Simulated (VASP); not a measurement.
# K (P4/mmm) in VASP: a series of runs

The runs below take K through single point, with r2SCAN.

Program: VASP 6.6.1. These are calculated values, not measurements. Logs are shortened: lines on timing, memory, paths and dates and some standing lists are left out, and cuts for length are marked.

## Step 1: The cell of the first run

It takes space group P4/mmm (No. 123, tetragonal). The conventional cell has a = 4.310 Å, b = 4.310 Å, c = 4.526 Å, α = 90.00°, β = 90.00°, γ = 90.00°. Within 5.7 Å of K (site symmetry 4/mmm) lie 6 K at 4.31 to 4.53 Å.

## Step 2: Single point, r2SCAN (strain +0.000 along x and y, +0.050 along z)

The input, POSCAR:

```
K
1.0
    4.3104394900      0.0000000000      0.0000000000
    0.0000000000      4.3104394900      0.0000000000
    0.0000000000      0.0000000000      4.5259614645
K
1
Direct
    0.0000000000      0.0000000000      0.0000000000
```

The input, INCAR.step1:

```
SYSTEM = K
ALGO = Normal ; EDIFF = 1E-4
ENCUT = 520 ; GGA = PE
ISMEAR = 0 ; LASPH = .True.
LCHARG = .False. ; LREAL = .False.
LWAVE = .True. ; NBANDS = 10
NELM = 80 ; PREC = Accurate
SIGMA = 0.15
```

The input, INCAR.step2:

```
SYSTEM = K
ALGO = Normal ; EDIFF = 1E-6
ENCUT = 520 ; ISIF = 2
ISMEAR = 0 ; ISTART = 1
LASPH = .True. ; LCHARG = .False.
LMIXTAU = .True. ; LREAL = .False.
LWAVE = .False. ; METAGGA = R2SCAN
NBANDS = 10 ; NELM = 80
PREC = Accurate ; SIGMA = 0.15
```

The input, KPOINTS:

```
k-points
0
Gamma
  12 12 12
  0 0 0
```

Potentials or basis: VASP PAW PBE potentials, release 64 (K_sv).

Run with:

```console
$ cat potpaw_PBE.64/K_sv/POTCAR > POTCAR
$ cp INCAR.step1 INCAR
$ mpirun -np 1 vasp_std > vasp.out
$ cp INCAR.step2 INCAR
$ mpirun -np 1 vasp_std > vasp.out
```

OUTCAR:

```text
SYSTEM = K
   EDIFF = 1E-6
   ENCUT = 520
   ISIF = 2
   ISMEAR = 0
   ISTART = 1
   LASPH = .True.
   LREAL = .False.
   METAGGA = R2SCAN
   NELM = 80
   PREC = Accurate

 ion  position               nearest neighbor table
   1  0.000  0.000  0.000-

  LATTYP: Found a simple tetragonal cell.
 ALAT       =     4.3104394900
 C/A-ratio  =     1.0500000000

  Lattice vectors:

 A1 = (   4.3104394900,   0.0000000000,   0.0000000000)
 A2 = (   0.0000000000,   4.3104394900,   0.0000000000)
 A3 = (   0.0000000000,   0.0000000000,   4.5259614645)

Analysis of symmetry for initial positions (statically):
=====================================================================
 Subroutine PRICEL returns:
 Original cell was already a primitive cell.

 Routine SETGRP: Setting up the symmetry group for a
 simple tetragonal supercell.

 Subroutine GETGRP returns: Found 16 space group operations
 (whereof 16 operations were pure point group operations)
 out of a pool of 16 trial point group operations.

The static configuration has the point symmetry D_4h.

Analysis of symmetry for dynamics (positions and initial velocities):
=====================================================================
 Subroutine PRICEL returns:
 Original cell was already a primitive cell.

 Routine SETGRP: Setting up the symmetry group for a
 simple tetragonal supercell.

 Subroutine GETGRP returns: Found 16 space group operations
 (whereof 16 operations were pure point group operations)
 out of a pool of 16 trial point group operations.

The dynamic configuration has the point symmetry D_4h.

 Subroutine INISYM returns: Found 16 space group operations
 (whereof 16 operations are pure point group operations),
 and found     1 'primitive' translations

----------------------------------------------------------------------------------------

                                     Primitive cell

  volume of cell :      84.0919

  direct lattice vectors                    reciprocal lattice vectors
     4.310439490  0.000000000  0.000000000     0.231994905  0.000000000  0.000000000
     0.000000000  4.310439490  0.000000000     0.000000000  0.231994905  0.000000000
     0.000000000  0.000000000  4.525961464     0.000000000  0.000000000  0.220947529

  length of vectors
     4.310439490  4.310439490  4.525961464     0.231994905  0.231994905  0.220947529

  position of ions in fractional coordinates (direct lattice)
     0.000000000  0.000000000  0.000000000

  ion indices of the primitive-cell ions
   primitive index   ion index
                 1           1

----------------------------------------------------------------------------------------

 KPOINTS: k-points

Automatic generation of k-mesh.
 Grid dimensions read from file:
 generate k-points for:   12   12   12

 Generating k-lattice:

  Cartesian coordinates                     Fractional coordinates (reciprocal lattice)
     0.019332909  0.000000000  0.000000000     0.083333333  0.000000000  0.000000000
     0.000000000  0.019332909  0.000000000     0.000000000  0.083333333  0.000000000
     0.000000000  0.000000000  0.018412294     0.000000000  0.000000000  0.083333333

  Length of vectors
     0.019332909  0.019332909  0.018412294

  Shift w.r.t. Gamma in fractional coordinates (k-lattice)
     0.000000000  0.000000000  0.000000000

 Subroutine IBZKPT returns following result:
 ===========================================

 Found    196 irreducible k-points:

 Following reciprocal coordinates:
            Coordinates               Weight
  0.000000  0.000000  0.000000      1.000000
  0.083333  0.000000  0.000000      4.000000
  0.166667  0.000000  0.000000      4.000000
  0.250000  0.000000  0.000000      4.000000
  0.333333  0.000000  0.000000      4.000000
  0.416667  0.000000  0.000000      4.000000
[... 16 lines left out ...]
  0.333333  0.333333  0.000000      4.000000
  0.416667  0.333333  0.000000      8.000000
 [... further k-points ...]
   k-points           NKPTS =    196   k-points in BZ     NKDIM =    196   number of bands    NBANDS=     10
   number of dos      NEDOS =    301   number of ions     NIONS =      1
   total plane-waves  NPLWV =  36864
   dimension x,y,z NGX =    32 NGY =   32 NGZ =   36
   dimension x,y,z NGXF=    64 NGYF=   64 NGZF=   72
   ions per type =               1
   NGX,Y,Z   is equivalent  to a cutoff of  12.34, 12.34, 13.22 a.u.
   NGXF,Y,Z  is equivalent  to a cutoff of  24.68, 24.68, 26.45 a.u.
 SYSTEM =  K
   PREC   = accura    normal or accurate (medium, high low for compatibility)
   ISTART =      1    job   : 0-new  1-cont  2-samecut
   ICHARG =      0    charge: 1-file 2-atom 10-const
   ISPIN  =      1    spin polarized calculation?
   LNONCOLLINEAR =      F non collinear calculations
   LSORBIT =      F    spin-orbit coupling
   LASPH  =      T    aspherical Exc in radial PAW
   ENCUT  =  520.0 eV  38.22 Ry    6.18 a.u.   8.01  8.01  8.42*2*pi/ulx,y,z
   NELM   =     80;   NELMIN=  2; NELMDL=  0     # of ELM steps
   EDIFF  = 0.1E-05   stopping-criterion for ELM
   LREAL  =      F    real-space projection
[... 7 lines left out ...]
   TEBEG  =    0.0;   TEEND  =   0.0 temperature during run
   PSTRESS=    0.0 pullay stress
   NELECT =       9.0000    total number of electrons
   NUPDOWN=      -1.0000    fix difference up-down
   EMIN   =  10.00;   EMAX   =-10.00  energy-range for DOS
   EFERMI =   0.00;   METHOD = LEGACY
   ISMEAR =     0;   SIGMA  =   0.15  broadening in eV -4-tet -1-fermi 0-gaus
   EFERMI_NEDOS =   21; number of points for ismear=-14 and -15
   IALGO  =     38    algorithm
   IMIX   =      4    mixing-type and parameters
     AMIX     =   0.40;   BMIX     =  1.00
     AMIX_MAG =   1.60;   BMIX_MAG =  1.00
  volume/ion in A,a.u.               =      84.09       567.48
  Fermi-wavevector in a.u.,A,eV,Ry     =   0.777268  1.468824  8.219908  0.604146
  Thomas-Fermi vector in A             =   1.879920
   LORBIT       =      0    0 simple, 1 ext, 2 COOP (PROOUT), +10 PAW based schemes
   METAGGA = R2SCAN    functional components
   LHFCALC =     F    Hartree Fock is set to
   AEXX    =    0.0000 exact exchange contribution
   IVDW    =     0    specifies the selected vdW correction
   LEPSILON=     F    determine dielectric tensor
   LRPA    =     F    only Hartree local field effects (RPA)
 non-spin polarized calculation
 Gauss-broadening in eV      SIGMA  =   0.15
  energy-cutoff  :      520.00
  volume of cell :       84.09
 maximum number of plane-waves:      2292
   NGX = 17   NGY = 17   NGZ = 17

 number of electron       9.0000001 magnetization

 Free energy of the ion-electron system (eV)
  ---------------------------------------------------
  ext. energy  EPLUGINS =         0.00000000
  ---------------------------------------------------
  free energy    TOTEN  =        -5.90172415 eV

  energy without entropy =       -5.89265023  energy(sigma->0) =       -5.89718719

 E-fermi :  -0.3008     XC(G=0):  -5.5690

 val. band max:       -0.3015135393   @ k =   0.0833   0.0000   0.5000
 cond. band min:      -0.2993344343   @ k =   0.0833   0.0000   0.5000
 fundamental gap:      0.0021791050
 Fermi energy:        -0.3008111275

 k-point     1 :       0.0000    0.0000    0.0000
  band No.  band energies     occupation
      1     -34.2539      2.00000
      2     -16.9222      2.00000
      3     -16.9206      2.00000
      4     -16.9206      2.00000
      5      -2.4268      2.00000
      6       2.8029      0.00000
      7       2.9623      0.00000
      8       5.8156      0.00000
      9       6.1996      0.00000
     10       6.1996      0.00000

 k-point     2 :       0.0833    0.0000    0.0000
  band No.  band energies     occupation
      1     -34.2536      2.00000
      2     -16.9261      2.00000
      3     -16.9217      2.00000
      4     -16.9202      2.00000
      5      -2.3584      2.00000
      6       2.8049      0.00000
      7       2.9307      0.00000
      8       5.5441      0.00000
      9       6.0063      0.00000
     10       6.2201      0.00000

 k-point     3 :       0.1667    0.0000    0.0000
  band No.  band energies     occupation
      1     -34.2529      2.00000
      2     -16.9411      2.00000
      3     -16.9203      2.00000
      4     -16.9189      2.00000
      5      -2.1551      2.00000
      6       2.5849      0.00000
      7       2.9939      0.00000
      8       5.1846      0.00000
      9       5.6065      0.00000
     10       5.8685      0.00000

 k-point     4 :       0.2500    0.0000    0.0000
  band No.  band energies     occupation
      1     -34.2519      2.00000
      2     -16.9613      2.00000
      3     -16.9185      2.00000
      4     -16.9172      2.00000
      5      -1.8226      2.00000
      6       2.0549      0.00000
      7       3.1564      0.00000
      8       4.8748      0.00000
      9       5.2699      0.00000
     10       5.8166      0.00000
[... 222 lines left out ...]
 k-point    22 :       0.5000    0.2500    0.0000
  band No.  band energies     occupation
      1     -34.2479      2.00000
      2     -16.9960      2.00000
      3     -16.9524      2.00000
      4     -16.9111      2.00000
      5       0.1901      0.00000
      6       0.5234      0.00000
      7       3.4149      0.00000
      8       3.5584      0.00000
      9       4.6881      0.00000
     10       5.4914      0.00000

 k-point    23 :       0.3333    0.3333    0.0000
  band No.  band energies     occupation
      1     -34.2479      2.00000
      2     -16.9749      2.00000
      3     -16.9732      2.00000
      4     -16.9112      2.00000
      5      -0.4084      1.68946
      6       2.0032      0.00000
      7       2.2426      0.00000
      8       3.8881      0.00000
      9       4.8949      0.00000
     10       5.2433      0.00000

 k-point    24 :       0.4167    0.3333    0.0000
  band No.  band energies     occupation
      1     -34.2472      2.00000
      2     -16.9882      2.00000
      3     -16.9722      2.00000
      4     -16.9099      2.00000
      5       0.0777      0.00036
      6       1.4305      0.00000
      7       2.5353      0.00000
      8       3.5496      0.00000
      9       4.8617      0.00000
     10       5.2048      0.00000

 [... further k-points ...]
[... 5 lines left out ...]
  --------------------------------------------------------------------------------------
  -------------------------------------------------------------------------------------
  Total        0.0000349      0.0000349     -0.2241496      0.0000000      0.0000000     -0.0000000
  in kB        0.0006649      0.0006649     -4.2706560      0.0000000      0.0000000     -0.0000000
  external PRESSURE =      -1.4231087 kB  Pullay stress =       0.0000000 kB

 VOLUME and BASIS-vectors are now :
 -----------------------------------------------------------------------------
  energy-cutoff  :      520.00
  volume of cell :       84.09
      direct lattice vectors                 reciprocal lattice vectors
     4.310439490  0.000000000  0.000000000     0.231994905  0.000000000  0.000000000
     0.000000000  4.310439490  0.000000000     0.000000000  0.231994905  0.000000000
     0.000000000  0.000000000  4.525961464     0.000000000  0.000000000  0.220947529

 POSITION                                       TOTAL-FORCE (eV/Angst)
 -----------------------------------------------------------------------------------
      0.00000      0.00000      0.00000         0.000000      0.000000      0.000000
 -----------------------------------------------------------------------------------
    total drift:                                0.000000      0.000000     -0.000000

  FREE ENERGIE OF THE ION-ELECTRON SYSTEM (eV)
  ---------------------------------------------------
  free  energy   TOTEN  =        -5.9017241483 eV

  energy  without entropy=       -5.8926502305  energy(sigma->0) =       -5.89718719
```

It took 6 min on 1 thread of AMD EPYC 9R45 (Zen 5), shared host; peak memory 0.27 GiB.

What came out:

```
Free energy            : -5.9017 eV
Pressure               : -0.1 GPa
Band gap on the k mesh : zero (an odd number of electrons rules out a gap without spin polarisation)
```

Caveat: the cell differs from its parent crystal (strain +0.000 along x and y, +0.050 along z); the PAW data sets were made with another functional, which shifts forces and pressure a little.

## Step 3: Single point, r2SCAN (strain +0.050 along x and y, +0.000 along z)

The input, POSCAR:

```
K
1.0
    4.5259614645      0.0000000000      0.0000000000
    0.0000000000      4.5259614645      0.0000000000
    0.0000000000      0.0000000000      4.3104394900
K
1
Direct
    0.0000000000      0.0000000000      0.0000000000
```

The input, INCAR.step1:

```
PREC     = Accurate       # precision mode
ENCUT    = 520            # plane-wave cutoff, eV
ISMEAR   = 0              # smearing method
SIGMA    = 0.15           # smearing width, eV
LREAL    = False          # projectors in reciprocal space
LASPH    = True           # aspherical terms in the spheres
NELM     = 100            # most SCF steps
NBANDS   = 10             # bands
GGA      = PE             # functional
ALGO     = Normal         # electronic algorithm
EDIFF    = 1E-4           # SCF threshold, eV
LWAVE    = True           # write WAVECAR
LCHARG   = False          # write CHGCAR
```

The input, INCAR.step2:

```
PREC     = Accurate       # precision mode
ENCUT    = 520            # plane-wave cutoff, eV
EDIFF    = 1E-6           # SCF threshold, eV
ISMEAR   = 0              # smearing method
SIGMA    = 0.15           # smearing width, eV
LREAL    = False          # projectors in reciprocal space
LASPH    = True           # aspherical terms in the spheres
NELM     = 100            # most SCF steps
ALGO     = Normal         # electronic algorithm
ISIF     = 2              # what is computed and relaxed
LWAVE    = False          # write WAVECAR
LCHARG   = True           # write CHGCAR
METAGGA  = R2SCAN         # meta-GGA
LMIXTAU  = True         
LELF     = True           # ELF
LVHAR    = True         
NBANDS   = 10             # bands
ISTART   = 1
```

The input, KPOINTS:

```
regular mesh
0
Gamma
  12 12 12
```

Potentials or basis: VASP PAW PBE potentials, release 64 (K_sv).

Run with:

```console
$ cat potpaw_PBE.64/K_sv/POTCAR > POTCAR
$ cp INCAR.step1 INCAR
$ mpirun -np 1 vasp_std > vasp.out
$ cp INCAR.step2 INCAR
$ mpirun -np 1 vasp_std > vasp.out
```

OUTCAR:

```text
PREC = Accurate
   ENCUT = 520
   EDIFF = 1E-6
   ISMEAR = 0
   LREAL = False
   LASPH = True
   NELM = 100
   ISIF = 2
   METAGGA = R2SCAN
   ISTART = 1

 ion  position               nearest neighbor table
   1  0.000  0.000  0.000-

  LATTYP: Found a simple tetragonal cell.
 ALAT       =     4.5259614645
 C/A-ratio  =     0.9523809524

  Lattice vectors:

 A1 = (   4.5259614645,   0.0000000000,   0.0000000000)
 A2 = (   0.0000000000,   4.5259614645,   0.0000000000)
 A3 = (   0.0000000000,   0.0000000000,   4.3104394900)

[... 483 lines left out ...]
      3     -17.0739      2.00000
      4     -17.0333      2.00000
      5      -0.1437      0.01987
      6       1.0818      0.00000
      7       2.1257      0.00000
      8       3.0873      0.00000
      9       5.1399      0.00000
     10       5.3827      0.00000

 [... further k-points ...]
[... 5 lines left out ...]
  --------------------------------------------------------------------------------------
  -------------------------------------------------------------------------------------
  Total       -0.2107702     -0.2107702      0.0214683      0.0000000      0.0000000      0.0000000
  in kB       -3.8245161     -3.8245161      0.3895508      0.0000000      0.0000000      0.0000000
  external PRESSURE =      -2.4198272 kB  Pullay stress =       0.0000000 kB

 VOLUME and BASIS-vectors are now :
 -----------------------------------------------------------------------------
  energy-cutoff  :      520.00
  volume of cell :       88.30
      direct lattice vectors                 reciprocal lattice vectors
     4.525961464  0.000000000  0.000000000     0.220947529  0.000000000  0.000000000
     0.000000000  4.525961464  0.000000000     0.000000000  0.220947529  0.000000000
     0.000000000  0.000000000  4.310439490     0.000000000  0.000000000  0.231994905

 POSITION                                       TOTAL-FORCE (eV/Angst)
 -----------------------------------------------------------------------------------
      0.00000      0.00000      0.00000         0.000000      0.000000      0.000000
 -----------------------------------------------------------------------------------
    total drift:                               -0.000000     -0.000000      0.000000

  FREE ENERGIE OF THE ION-ELECTRON SYSTEM (eV)
  ---------------------------------------------------
  free  energy   TOTEN  =        -5.8969276565 eV

  energy  without entropy=       -5.8875710815  energy(sigma->0) =       -5.89224937
```

OUTCAR.step1:

```text
PREC = Accurate
   ENCUT = 520
   ISMEAR = 0
   LREAL = False
   LASPH = True
   NELM = 100
[... 528 lines left out ...]

 POSITION                                       TOTAL-FORCE (eV/Angst)
 -----------------------------------------------------------------------------------
      0.00000      0.00000      0.00000         0.000000      0.000000      0.000000
 -----------------------------------------------------------------------------------
    total drift:                               -0.000000     -0.000000      0.000000

  FREE ENERGIE OF THE ION-ELECTRON SYSTEM (eV)
  ---------------------------------------------------
  free  energy   TOTEN  =        -0.9369453986 eV

  energy  without entropy=       -0.9273182482  energy(sigma->0) =       -0.93213182
```

It took 4.5 min on 1 thread of AMD EPYC 9R45 (Zen 5), shared host; peak memory 0.29 GiB.

What came out:

* Free energy: -5.8969 eV
* Pressure: -0.2 GPa
* Band gap on the k mesh: zero (an odd number of electrons rules out a gap without spin polarisation)

Stress tensor (GPa, compression positive):
```
-0.38  0.00  0.00
 0.00 -0.38  0.00
 0.00  0.00  0.04
```

Caveat: the cell differs from its parent crystal (strain +0.050 along x and y, +0.000 along z); the PAW data sets were made with another functional, which shifts forces and pressure a little.
